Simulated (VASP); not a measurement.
ZnSe:

```
Se Zn
1.0
     0.00000    2.83380    2.83380
     2.83380    0.00000    2.83380
     2.83380    2.83380    0.00000
Se Zn
1 1
Direct
  0.75000 0.75000 0.75000
  0.00000 0.00000 0.00000
```

Base run:

- Program: VASP 6.6.1
- Functional: PBE-based screened hybrid with 10 % exact exchange
- Potentials or basis: VASP PAW PBE potentials, release 64 (Se, Zn)
- Cutoff: 520 eV
- k mesh: 5 × 5 × 5
- Occupations: fermi-dirac, width 0.05 eV
- Spin: no spin polarisation

Its results: band gap on the k mesh 1.72 eV; pressure 1.9 GPa.

Task: The run is repeated on the same cell with these changes: functional from PBE-based screened hybrid with 10 % exact exchange to PBE; k mesh from 5 × 5 × 5 to 6 × 6 × 6. What comes out?

Result: Band gap on the k mesh 1.29 eV; pressure 2.4 GPa.

Several settings changed at once.

Caveats: the PAW data sets were made with another functional, which shifts forces and pressure a little (at least some runs).

